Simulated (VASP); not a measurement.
A run of VASP 6.6.1:

File INCAR:

```
PREC = Accurate
ENCUT = 500
EDIFF = 1E-6
ISMEAR = -1
SIGMA = 0.1
LREAL = False
LASPH = True
NELM = 120
ALGO = Normal
ISIF = 2
LWAVE = False
LCHARG = False
GGA = PS
NBANDS = 15
GGA_COMPAT = False
```

The input KPOINTS:

```
Automatic mesh
0
Gamma
  8 8 8
```

File POSCAR:

```
YSb
1.0
    0.0000000000      3.1205796724      3.1205796724
    3.1205796724      0.0000000000      3.1205796724
    3.1205796724      3.1205796724      0.0000000000
Y Sb
1 1
Direct
    0.5000000000      0.5000000000      0.5000000000
    0.0000000000      0.0000000000      0.0000000000
```

Potentials or basis: VASP PAW PBE potentials, release 64 (Y_sv, Sb).

Launch:

```bash
$ cat potpaw_PBE.64/Y_sv/POTCAR potpaw_PBE.64/Sb/POTCAR > POTCAR
$ mpirun -np 1 vasp_std > vasp.out
```

Hardware: 1 thread of Intel Xeon 8259CL, with other jobs on the host.

Question: How long does it take, and how much memory?

Answer: Wall time 45 s on 1 thread of Intel Xeon 8259CL, with other jobs on the host, peak memory 0.2 GiB. Counts: scf iterations 14, k points 29.
